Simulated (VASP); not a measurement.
## GaSb (rocksalt type): relaxation of cell and atoms with PBE

GaSb (rocksalt type):

```xyz
2
Lattice="0.0000 2.7216 2.7216 2.7216 0.0000 2.7216 2.7216 2.7216 0.0000" Properties=species:S:1:pos:R:3 pbc="T T T"
Ga    0.0000    0.0000    0.0000
Sb    2.7216    2.7216    2.7216
```

```
Program                : VASP 6.6.1
Task                   : relaxation of cell and atoms
Functional             : PBE
Potentials or basis    : VASP PAW PBE potentials, release 64 (Ga_d, Sb)
Cutoff                 : 600 eV
k mesh                 : 13 × 13 × 13
Occupations            : fermi-dirac, width 0.05 eV
Spin                   : no spin polarisation
Dipole correction      : no
Further INCAR settings : ALGO = Normal; EDIFF = 1e-06; IBRION = 2; EDIFFG = -0.005; NSW = 60; ISIF = 3
```

* Relaxed volume: 24.38 Å³/atom
* Relaxed cell: a = 4.101 Å, b = 4.101 Å, c = 4.101 Å, α = 60.00°, β = 60.00°, γ = 60.00°
* Space group after relaxing (to 0.1 Å): Fm-3m (No. 225)
* Energy gained by relaxing: 181.6 meV/atom
* Ionic steps: 5
* Pressure after relaxing: 0.0 GPa
* Band gap on the k mesh: zero (bands 9 and 10 overlap by 3.15 eV)

Step by step:
```
step  energy change (eV)  largest force (eV/Å)  pressure (GPa)  volume (Å³)
   1              0.0000                0.0000           16.68        40.32
   2             -0.2871                0.0000           -4.14        53.85
   3             -0.3631                0.0000            0.10        48.64
   4             -0.3631                0.0000           -0.05        48.82
   5             -0.3631                0.0000            0.00        48.77
```

Final structure:
```cif
data_structure
_symmetry_space_group_name_H-M 'P 1'
_symmetry_Int_Tables_number 1
_cell_length_a 4.1009
_cell_length_b 4.1009
_cell_length_c 4.1009
_cell_angle_alpha 60.000
_cell_angle_beta 60.000
_cell_angle_gamma 60.000
_cell_volume 48.77
loop_
_atom_site_label
_atom_site_type_symbol
_atom_site_fract_x
_atom_site_fract_y
_atom_site_fract_z
_atom_site_occupancy
Ga1 Ga 0.00000 0.00000 0.00000 1
Sb1 Sb 0.50000 0.50000 0.50000 1
```

Levels at points of the mesh, in eV from the Fermi level:
```tsv
k point	band 7	band 8	band 9	band 10	band 11	band 12
(0.00, 0.00, 0.00)	-0.28	0.14	0.14	0.14	6.14	6.14
```

Run time: 3.7 min on 1 thread of Intel Xeon 8259CL, on a shared host, peak memory 0.23 GiB.

Caveat: the volume moved by over 15 % at a fixed basis, so the end points are rough; spin-orbit coupling is left out, which moves the levels of the heavy elements.
